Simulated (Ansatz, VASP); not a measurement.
**CaO: VASP beside Ansatz**

INCAR

```
PREC = Accurate
ENCUT = 520
EDIFF = 1E-7
ISMEAR = 0
SIGMA = 0.05
LREAL = F
LASPH = T
NELM = 60
ALGO = Normal
ISIF = 2
LWAVE = F
LCHARG = F
GGA = PE
NBANDS = 24
```

The input KPOINTS:

```
Automatic mesh
0
Gamma
  9 9 6
```

Contents of POSCAR:

```
CaO
1.0
    3.9919758245      0.0000000000      0.0000000000
   -1.9959879122      3.4571524753      0.0000000000
    0.0000000000      0.0000000000      4.8566126101
Ca O
2 2
Direct
    0.3333333333      0.6666666667      0.7500000000
    0.6666666667      0.3333333333      0.2500000000
    0.3333333333      0.6666666667      0.2500000000
    0.6666666667      0.3333333333      0.7500000000
```

Input for Ansatz:

```yaml
crystal:
  lattice:
    - [3.9919758245, 0.0, 0.0]
    - [-1.9959879122, 3.4571524753, 0.0]
    - [0.0, 0.0, 4.8566126101]
  atoms:
    - { symbol: Ca, position: [0.3333333333, 0.6666666667, 0.75] }
    - { symbol: Ca, position: [0.6666666667, 0.3333333333, 0.25] }
    - { symbol: O, position: [0.3333333333, 0.6666666667, 0.25] }
    - { symbol: O, position: [0.6666666667, 0.3333333333, 0.75] }
basis:
  ecutwfc: 420
kpoints:
  mp_grid: { grid: [9, 9, 6] }
hamiltonian:
  xc: pbe
scf:
  occupations: { method: gaussian, width: 0.05 }
output:
  forces: true
  stress: true
  eigenvalues: true
```

Change from the starting cell: strain +0.000 along x and y, +0.015 along z, atoms carried along.

Alike in both runs: task single point; functional PBE; k mesh 9 × 9 × 6; occupations gaussian, width 0.05 eV; no spin polarisation.

```csv
,VASP,Ansatz
version,VASP 6.6.1,Ansatz 0.2.0
potentials or method,"VASP PAW PBE potentials, release 64 (Ca_sv, O), cutoff 520 eV","scalar-relativistic, plane waves, PAW"
valence electrons in the cell,32,32
```

Ansatz gave:

- gap on the k mesh at the Fermi level (eV): 3.16
- least direct gap on the mesh (eV): 3.16
- pressure (GPa): -0.4
- traceless stress, the component that is largest in VASP (GPa): -1.04

**Question.** Which values does VASP return?

**Answer.** gap on the k mesh at the Fermi level (eV): 3.15; least direct gap on the mesh (eV): 3.15; pressure (GPa): 0.1; traceless stress, the component that is largest in VASP (GPa): -1.07.
